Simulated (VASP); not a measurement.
CoSi2:

```
Co Si
1.0
     0.00000    2.65635    2.65635
     2.65635    0.00000    2.65635
     2.65635    2.65635    0.00000
Co Si
1 2
Direct
  0.00000 0.00000 0.00000
  0.25000 0.25000 0.25000
  0.75000 0.75000 0.75000
```

Base run:

| Item | Value |
| --- | --- |
| Program | VASP 6.6.1 |
| Functional | PBEsol |
| Potentials or basis | VASP PAW PBE potentials, release 64 (Co, Si) |
| Cutoff | 520 eV |
| k mesh | 14 × 14 × 14 |
| Occupations | gaussian, width 0.15 eV |
| Spin | collinear spin, ferromagnetic start |
| Starting moments | [1.375, 0.0, 0.0] μB |
| Fixed moment | 1.375 μB |

Its results: pressure 8.4 GPa; site moments Co +0.87; Si +0.11 μB.

Problem. The run is repeated on the same cell with these changes: fixed moment from 1.375 μB to 0.275 μB; moments at the start from [1.38, 0.0, 0.0] to [0.28, 0.0, 0.0]. What comes out?

Solution. Pressure 0.6 GPa; site moments Co +0.17; Si +0.02 μB.

Caveats: the PAW data sets were made with another functional, which shifts forces and pressure a little; the total moment is fixed, so each spin has its own Fermi level; the cell stands under pressure (at least some runs).
